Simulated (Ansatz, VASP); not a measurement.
**Two plane-wave programs on Ni**

INCAR

```
SYSTEM = Ni
  ALGO = Normal
  EDIFF = 1E-6
  EDIFFG = -0.01
  ENCUT = 600
  GGA = CA
  IBRION = 2
  ISIF = 3
  ISMEAR = -1
  ISPIN = 2
  LASPH = .TRUE.
  LCHARG = .FALSE.
  LMAXMIX = 4
  LORBIT = 11
  LREAL = .FALSE.
  LWAVE = .FALSE.
  MAGMOM = 0.8 -0.8
  NELM = 150
  NSW = 80
  PREC = Accurate
  SIGMA = 0.05
```

File KPOINTS:

```
k-points
0
G
  13 13 9
  0 0 0
```

File POSCAR:

```
Ni
1.0
    2.4917594441      0.0000000000      0.0000000000
    0.0000000000      2.4917594441      0.0000000000
    0.0000000000      0.0000000000      3.5238800000
Ni
2
Direct
    0.0000000000      0.0000000000      0.0000000000
    0.5000000000      0.5000000000      0.5000000000
```

Input for Ansatz:

```yaml
crystal:
  lattice:
    - [2.4917594441, 0.0, 0.0]
    - [0.0, 2.4917594441, 0.0]
    - [0.0, 0.0, 3.52388]
  atoms:
    - { symbol: Ni, position: [0.0, 0.0, 0.0], spin: 0.8 }
    - { symbol: Ni, position: [0.5, 0.5, 0.5], spin: -0.8 }
hamiltonian:
  xc: lda
  pseudopotentials:
    kind: paw
    azcp:
      Ni: "pseudopotentials/Ni.paw.azcp"
basis:
  ecutwfc: 420
  fft_grid_basis: typed
kpoints:
  mp_grid: { grid: [13, 13, 9], shift: [0, 0, 0] }
magnetization:
  spin_polarized: true
scf:
  occupations: { method: fermi_dirac, width: 0.05 }
relax:
  max_steps: 60
  f_tol: 0.01
  cell: {}
```

Alike in both runs: task relaxation of cell and atoms; functional LDA; k mesh 13 × 13 × 9; occupations fermi-dirac, width 0.05 eV; collinear spin.

```csv
,VASP,Ansatz
version,VASP 6.6.1,Ansatz 0.2.0
potentials or method,"VASP PAW LDA potentials, release 64 (Ni), cutoff 600 eV","plane waves (420 eV) with PAW, scalar-relativistic"
valence electrons in the cell,20,36
```

Ansatz gave:

```
net moment per atom (μB)                                        : 0.00
relaxed volume (Å³/atom)                                        : 9.99
relaxed length of the cell vector where the two differ most in proportion (Å) : 3.422
```

Question: Which values does VASP return?

Answer: net moment per atom (μB): 0.00; relaxed volume (Å³/atom): 9.98; relaxed length of the cell vector where the two differ most in proportion (Å): 3.419.

Ansatz warns that its potentials were made for another functional, while VASP's fit it. LDA's correlation is that of Perdew and Zunger in VASP and of Perdew and Wang (1992) in Ansatz. VASP's potentials hold 20 valence electrons a cell and Ansatz's 36, so a difference there can come from the potentials and not from the codes. Ansatz's warnings: seeded moment not kept.
